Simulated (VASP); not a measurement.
Here is a VASP 6.6.1 calculation.

Contents of INCAR:

```
SYSTEM = Be
  ALGO = Normal
  EDIFF = 1E-6
  ENCUT = 600
  GGA = PS
  GGA_COMPAT = .False.
  ISIF = 2
  ISMEAR = -1
  LASPH = .True.
  LCHARG = .False.
  LREAL = .False.
  LWAVE = .False.
  NBANDS = 7
  NELM = 120
  PREC = Accurate
  SIGMA = 0.05
```

File KPOINTS:

```
k-points
0
Gamma
  24 24 24
  0 0 0
```

The input POSCAR:

```
Be
1.0
   -1.2174428460      1.2174428460      1.2174428460
    1.2174428460     -1.2174428460      1.2174428460
    1.2174428460      1.2174428460     -1.2174428460
Be
1
Direct
    0.0000000000      0.0000000000      0.0000000000
```

Potentials or basis: VASP PAW PBE potentials, release 64 (Be).

The run is started by

```bash
$ cat potpaw_PBE.64/Be/POTCAR > POTCAR
$ mpirun -np 1 vasp_std > vasp.out
```

Question: What does it give for the pressure?

Answer: 10.4 GPa.

Question: Predict the band gap on the k mesh.

Answer: Zero (bands 1 and 2 overlap by 5.71 eV).

Caveat: the cell stands under pressure; the PAW data sets were made with another functional, which shifts forces and pressure a little.
